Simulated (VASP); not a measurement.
# BaTiO3 (P1) in VASP: single point with PBE

Aim: the single point of BaTiO3 with PBE.

All numbers are computed with VASP 6.6.1; they aren't measurements. Logs are shortened: lines on timing, memory, paths and dates and some standing lists are left out, and cuts for length are marked.

**1. The cell of the first run**

The typed cell holds 5 atoms: a = 3.709 Å, b = 4.185 Å, c = 3.896 Å, α = 89.29°, β = 84.41°, γ = 90.46°.

**2. Single point, PBE (atoms moved at random and the cell strained at random)**

INCAR reads:

```
SYSTEM = BaTiO3
PREC     = Accurate       ! precision mode
ENCUT    = 520            ! plane-wave cutoff, eV
EDIFF    = 1E-6           ! SCF threshold, eV
ISMEAR   = -1             ! smearing method
SIGMA    = 0.05           ! smearing width, eV
LREAL    = .FALSE.        ! projectors in reciprocal space
LASPH    = .TRUE.         ! aspherical terms in the spheres
NELM     = 80             ! most SCF steps
ALGO     = Normal         ! electronic algorithm
ISIF     = 2              ! what is computed and relaxed
LWAVE    = .FALSE.        ! write WAVECAR
LCHARG   = .FALSE.        ! write CHGCAR
GGA      = PE             ! functional
NBANDS   = 28             ! bands
```

KPOINTS reads:

```
regular mesh
0
G
  7 7 7
  0 0 0
```

POSCAR reads:

```
BaTiO3
1.0
    3.7045201400     -0.0164086700      0.1850707500
   -0.0164086700      4.1845119100      0.0252851300
    0.1859128600      0.0254001800      3.8917432000
Ba Ti O
1 1 3
Direct
    0.0079135000      0.8826144600      0.9595903500
    0.5057494400      0.4221216700      0.5978274100
    0.4583818900      0.7889325800      0.9816514100
    0.5577995400      0.8957006400      0.4656881200
    0.9701556400      0.5106306500      0.4952427000
```

Potentials or basis: VASP PAW PBE potentials, release 64 (Ba_sv, Ti_sv, O).

Started as:

```
> cat potpaw_PBE.64/Ba_sv/POTCAR potpaw_PBE.64/Ti_sv/POTCAR potpaw_PBE.64/O/POTCAR > POTCAR
> mpirun -np 1 vasp_std > vasp.out
```

OUTCAR:

```text
SYSTEM = BaTiO3
   PREC = Accurate
   ENCUT = 520
   EDIFF = 1E-6
   ISMEAR = -1
   LREAL = .FALSE.
   LASPH = .TRUE.
   NELM = 80
   ISIF = 2
   GGA = PE

 ion  position               nearest neighbor table
   1  0.008  0.883  0.960-   3 1.73   3 2.07   5 2.41   4 2.46   5 2.58   4 2.66   4 2.67   2 2.95
                             4 2.97   2 3.11   2 3.14   5 3.18   2 3.32   2 3.51   2 3.75   2 3.76
   2  0.506  0.422  0.598-   5 1.77   4 2.04   5 2.10   3 2.15   4 2.27   1 2.95   1 3.11   1 3.14
                             1 3.32   1 3.51   1 3.75   1 3.76
   3  0.458  0.789  0.982-   1 1.73   1 2.07   2 2.15
   4  0.558  0.896  0.466-   2 2.04   2 2.27   1 2.46   1 2.66   1 2.67   1 2.97
   5  0.970  0.511  0.495-   2 1.77   2 2.10   1 2.41   1 2.58   1 3.18

  LATTYP: Found a triclinic cell.
 ALAT       =     5.6141407511
 B/A-ratio  =     0.7453714930
 C/A-ratio  =     1.5512649912
 COS(alpha) =     0.0013142915
 COS(beta)  =     0.5925599415
 COS(gamma) =     0.7506823826

  Lattice vectors:

 A1 = (  -3.7209288100,   4.2009205800,  -0.1597856200)
 A2 = (  -0.0164086700,   4.1845119100,   0.0252851300)
 A3 = (  -7.5949531400,   0.0074171600,  -4.2618847000)

Analysis of symmetry for initial positions (statically):
=====================================================================
 Subroutine PRICEL returns:
 Original cell was already a primitive cell.

 Routine SETGRP: Setting up the symmetry group for a
 triclinic supercell.

 Subroutine GETGRP returns: Found  1 space group operations
 (whereof  1 operations were pure point group operations)
 out of a pool of  2 trial point group operations.

The static configuration has the point symmetry C_1 .

Analysis of symmetry for dynamics (positions and initial velocities):
=====================================================================
 Subroutine PRICEL returns:
 Original cell was already a primitive cell.

 Routine SETGRP: Setting up the symmetry group for a
 triclinic supercell.

 Subroutine GETGRP returns: Found  1 space group operations
 (whereof  1 operations were pure point group operations)
 out of a pool of  2 trial point group operations.

The dynamic configuration has the point symmetry C_1 .

 Subroutine INISYM returns: Found  1 space group operations
 (whereof  1 operations are pure point group operations),
 and found     1 'primitive' translations

----------------------------------------------------------------------------------------

[... 94 lines left out ...]
   LSORBIT =      F    spin-orbit coupling
   LASPH  =      T    aspherical Exc in radial PAW
   ENCUT  =  520.0 eV  38.22 Ry    6.18 a.u.   6.90  7.78  7.24*2*pi/ulx,y,z
   NELM   =     80;   NELMIN=  2; NELMDL= -5     # of ELM steps
   EDIFF  = 0.1E-05   stopping-criterion for ELM
   LREAL  =      F    real-space projection
   EDIFFG = 0.1E-04   stopping-criterion for IOM
   NSW    =      0    number of steps for IOM
   IBRION =     -1    ionic relax: 0-MD 1-quasi-New 2-CG
   NFREE  =      0    steps in history (QN), initial steepest desc. (CG)
   ISIF   =      2    stress and relaxation
   ISYM   =      2    0-nonsym 1-usesym 2-fastsym
   POTIM  = 0.5000    time-step for ionic-motion
   TEBEG  =    0.0;   TEEND  =   0.0 temperature during run
   PSTRESS=    0.0 pullay stress
   NELECT =      40.0000    total number of electrons
   NUPDOWN=      -1.0000    fix difference up-down
   EMIN   =  10.00;   EMAX   =-10.00  energy-range for DOS
   EFERMI =   0.00;   METHOD = LEGACY
   ISMEAR =    -1;   SIGMA  =   0.05  broadening in eV -4-tet -1-fermi 0-gaus
   EFERMI_NEDOS =   21; number of points for ismear=-14 and -15
   IALGO  =     38    algorithm
   IMIX   =      4    mixing-type and parameters
     AMIX     =   0.40;   BMIX     =  1.00
     AMIX_MAG =   1.60;   BMIX_MAG =  1.00
  volume/ion in A,a.u.               =      12.04        81.22
  Fermi-wavevector in a.u.,A,eV,Ry     =   1.428704  2.699860 27.772159  2.041196
  Thomas-Fermi vector in A             =   2.548737
   LORBIT       =      0    0 simple, 1 ext, 2 COOP (PROOUT), +10 PAW based schemes
   GGA     = PE    functional components
   LHFCALC =     F    Hartree Fock is set to
   AEXX    =    0.0000 exact exchange contribution
   IVDW    =     0    specifies the selected vdW correction
   LEPSILON=     F    determine dielectric tensor
   LRPA    =     F    only Hartree local field effects (RPA)
 non-spin polarized calculation
  energy-cutoff  :      520.00
  volume of cell :       60.18
 maximum number of plane-waves:      1642
   NGX = 13   NGY = 15   NGZ = 15

 number of electron      40.0000004 magnetization

 Free energy of the ion-electron system (eV)
  ---------------------------------------------------
  ext. energy  EPLUGINS =         0.00000000
  ---------------------------------------------------
  free energy    TOTEN  =       -25.11065717 eV

  energy without entropy =      -25.09180287  energy(sigma->0) =      -25.10123002

 E-fermi :   6.6148     XC(G=0): -11.4729

 val. band max:        6.6094798419   @ k =   0.4286   0.2857   0.1429
 cond. band min:       6.6175886044   @ k =  -0.2857   0.1429   0.1429
 fundamental gap:      0.0081087625
 Fermi energy:         6.6148009196

 k-point     1 :       0.0000    0.0000    0.0000
  band No.  band energies     occupation
      1     -51.4570      2.00000
      2     -27.9785      2.00000
      3     -27.6784      2.00000
      4     -27.6685      2.00000
      5     -22.0016      2.00000
      6     -13.2216      2.00000
[... 733 lines left out ...]
     27      13.1859      0.00000
     28      13.6725      0.00000

 [... further k-points ...]
[... 5 lines left out ...]
  --------------------------------------------------------------------------------------
  -------------------------------------------------------------------------------------
  Total       55.6586984      4.8904006     19.9327094     -5.8481334     -0.6319062      1.0795046
  in kB     1481.7885488    130.1959956    530.6638742   -155.6934904    -16.8230922     28.7393988
  external PRESSURE =     714.2161395 kB  Pullay stress =       0.0000000 kB

 VOLUME and BASIS-vectors are now :
 -----------------------------------------------------------------------------
  energy-cutoff  :      520.00
  volume of cell :       60.18
      direct lattice vectors                 reciprocal lattice vectors
     3.704520140 -0.016408670  0.185070750     0.270591694  0.001139221 -0.012933899
    -0.016408670  4.184511910  0.025285130     0.001139221  0.238990719 -0.001614239
     0.185912860  0.025400180  3.891743200    -0.012875313 -0.001606927  0.257579817

 POSITION                                       TOTAL-FORCE (eV/Angst)
 -----------------------------------------------------------------------------------
      0.19323      3.71755      3.75826       -12.895896      9.274465      0.059125
      1.97778      1.77326      2.43086        -0.715499     -0.144266     -1.955909
      1.86764      3.31871      3.92512        11.924353     -9.657033      1.001737
      2.13826      3.75075      1.93822        -1.190605      4.418636      0.672455
      3.67765      2.13340      2.11982         2.877647     -3.891803      0.222592
 -----------------------------------------------------------------------------------
    total drift:                                0.000776      0.001179      0.000628

  FREE ENERGIE OF THE ION-ELECTRON SYSTEM (eV)
  ---------------------------------------------------
  free  energy   TOTEN  =       -25.1106571722 eV

  energy  without entropy=      -25.0918028731  energy(sigma->0) =      -25.10123002
```

It took 5.1 min on 1 thread of Intel Xeon 6975P-C, shared host; peak memory 0.39 GiB.

Results:

* Free energy: -25.1107 eV
* Pressure: 71.4 GPa
* Largest force: 15.885 eV/Å
* Band gap on the k mesh: zero (band 20 reaches 6.62 eV, above the bottom of band 21 at 6.51 eV)

Forces in eV/Å, atoms in the order of the input:
```
Ba  -12.896   9.274   0.059
Ti   -0.715  -0.144  -1.956
O    11.924  -9.657   1.002
O    -1.191   4.419   0.672
O     2.878  -3.892   0.223
```

Caveat: the cell differs from its parent crystal (atoms moved at random and the cell strained at random); spin-orbit coupling is left out, which moves the levels of the heavy elements; semilocal functionals often make such compounds metallic where correlation or magnetic order opens a gap, which also shifts bond lengths; forces of over 1 eV/Å act on the atoms, so gaps and moduli don't describe the material at rest.
